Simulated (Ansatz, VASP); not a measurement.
## BP in VASP and in Ansatz

File INCAR:

```
SYSTEM = BP
ALGO = Normal
EDIFF = 1E-6
ENCUT = 500
GGA = PE
GGA_COMPAT = .False.
ISIF = 2
ISMEAR = 0
LASPH = .True.
LCHARG = .True.
LELF = .True.
LREAL = .False.
LVHAR = .True.
LWAVE = .False.
NBANDS = 11
NELM = 120
PREC = Accurate
SIGMA = 0.02
```

KPOINTS

```
k-points
0
Gamma
  10 10 10
  0 0 0
```

Contents of POSCAR:

```
BP
1.0
    0.0000000000      2.2037717149      2.2037717149
    2.2037717149      0.0000000000      2.2037717149
    2.2037717149      2.2037717149      0.0000000000
B P
1 1
Direct
    0.0000000000      0.0000000000      0.0000000000
    0.2500000000      0.2500000000      0.2500000000
```

Input for Ansatz:

```yaml
crystal:
  lattice:
    - [0.0, 2.2037717149, 2.2037717149]
    - [2.2037717149, 0.0, 2.2037717149]
    - [2.2037717149, 2.2037717149, 0.0]
  atoms:
    - { symbol: B, position: [0.0, 0.0, 0.0] }
    - { symbol: P, position: [0.25, 0.25, 0.25] }
basis:
  ecutwfc: 420
kpoints:
  mp_grid: { grid: [10, 10, 10] }
hamiltonian:
  xc: pbe
scf:
  occupations: { method: gaussian, width: 0.02 }
output:
  forces: true
  stress: true
  eigenvalues: true
```

Alike in both runs: task single point; functional PBE; k mesh 10 × 10 × 10; occupations gaussian, width 0.02 eV; no spin polarisation.

|  | VASP | Ansatz |
| --- | --- | --- |
| version | VASP 6.6.1 | Ansatz 0.2.0 |
| potentials or method | VASP PAW PBE potentials, release 64 (B, P), cutoff 500 eV | scalar-relativistic, plane waves, PAW |
| valence electrons in the cell | 8 | 8 |

VASP gave:

| Item | Value |
| --- | --- |
| gap on the k mesh at the Fermi level (eV) | 1.12 |
| least direct gap on the mesh (eV) | 3.55 |
| pressure (GPa) | 17.9 |

Question: Which values does Ansatz return?

Answer: gap on the k mesh at the Fermi level (eV): 1.12; least direct gap on the mesh (eV): 3.55; pressure (GPa): 18.3.
